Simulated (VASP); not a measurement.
Wanted: the native input for a VASP 6.6.1 run.

- Task: single point
- Functional: PBE
- Potentials or basis: VASP PAW PBE potentials, release 64 (B, N)
- Cutoff: 520 eV
- k mesh: 12 × 12 × 12
- Occupations: gaussian, width 0.05 eV
- Spin: no spin polarisation
- Dipole correction: no
- Further INCAR settings: ALGO = Normal; EDIFF = 1e-06; NBANDS = 11

The structure of BN lies in POSCAR:

```
BN
1.0
    0.0000000000      1.9175878204      1.7829733337
    1.7829733337      0.0000000000      1.7829733337
    1.7829733337      1.9175878204      0.0000000000
B N
1 1
Direct
    0.0000000000      0.0000000000      0.0000000000
    0.7500000000      0.7500000000      0.7500000000
```

This cell differs from its parent crystal: volume 6.096 Å^3 an atom, c/a of the conventional cell 1.0755.

One way to write it, as run:

INCAR

```
ALGO = Normal
EDIFF = 1E-6
ENCUT = 520
GGA = PE
ISIF = 2
ISMEAR = 0
LASPH = True
LCHARG = False
LREAL = False
LWAVE = False
NBANDS = 11
NELM = 60
PREC = Accurate
SIGMA = 0.05
```

KPOINTS

```
k-points
0
Gamma
  12 12 12
```

Potentials or basis: VASP PAW PBE potentials, release 64 (B, N).

Launch:

```bash
$ cat potpaw_PBE.64/B/POTCAR potpaw_PBE.64/N/POTCAR > POTCAR
$ mpirun -np 1 vasp_std > vasp.out
```

Results of the run:

The pressure is -8.3 GPa. The band gap on the k mesh is 3.78 eV, indirect (least direct gap 8.28 eV).

It took 9.2 s on 1 thread of Intel Xeon 6975P-C (shared host), peak memory 0.13 GiB.
